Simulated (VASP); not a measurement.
Set up this calculation in VASP 6.6.1, as the native input.

```
Task                   : single point
Functional             : PBE
Potentials or basis    : VASP PAW PBE potentials, release 64 (Be, N)
Cutoff                 : 520 eV
k mesh                 : 9 × 9 × 9
Occupations            : gaussian, width 0.1 eV
Spin                   : no spin polarisation
Dipole correction      : no
Further INCAR settings : ALGO = Normal; EDIFF = 1e-07; NBANDS = 15
```

The structure of BeN lies in POSCAR:

```
BeN
1.0
    1.4492725472      0.8367378952      3.9104744798
   -1.4492725472      0.8367378952      3.9104744798
    0.0000000000     -1.6734757905      3.9104744798
Be N
2 2
Direct
    0.7408930604      0.7408930604      0.7408930604
    0.2591069396      0.2591069396      0.2591069396
    0.5689900645      0.5689900645      0.5689900645
    0.4310099355      0.4310099355      0.4310099355
```

The cell was built from a structure type or drawn by symmetry, and may not be a known phase.

One way to write it, as run:

INCAR

```
PREC     = Accurate       # precision mode
ENCUT    = 520            # plane-wave cutoff, eV
EDIFF    = 1E-7           # SCF threshold, eV
ISMEAR   = 0              # smearing method
SIGMA    = 0.1            # smearing width, eV
LREAL    = False          # projectors in reciprocal space
LASPH    = True           # aspherical terms in the spheres
NELM     = 100            # most SCF steps
ALGO     = Normal         # electronic algorithm
ISIF     = 2              # what is computed and relaxed
LWAVE    = False          # write WAVECAR
LCHARG   = False          # write CHGCAR
GGA      = PE             # functional
NBANDS   = 15             # bands
```

KPOINTS

```
Automatic mesh
0
Gamma
  9 9 9
```

Potentials or basis: VASP PAW PBE potentials, release 64 (Be, N).

Run with:

```console
$ cat potpaw_PBE.64/Be/POTCAR potpaw_PBE.64/N/POTCAR > POTCAR
$ mpirun -np 1 vasp_std > vasp.out
```

Results of the run:

* Pressure: 0.4 GPa
* Largest force: 0.015 eV/Å
* Band gap on the k mesh: 0.13 eV

Caveat: an odd mesh through Γ misses points on the zone boundary, where band edges can lie.

Wall time 66 s on 1 thread of Intel Xeon 8259CL, with other jobs on the host, peak memory 0.18 GiB.
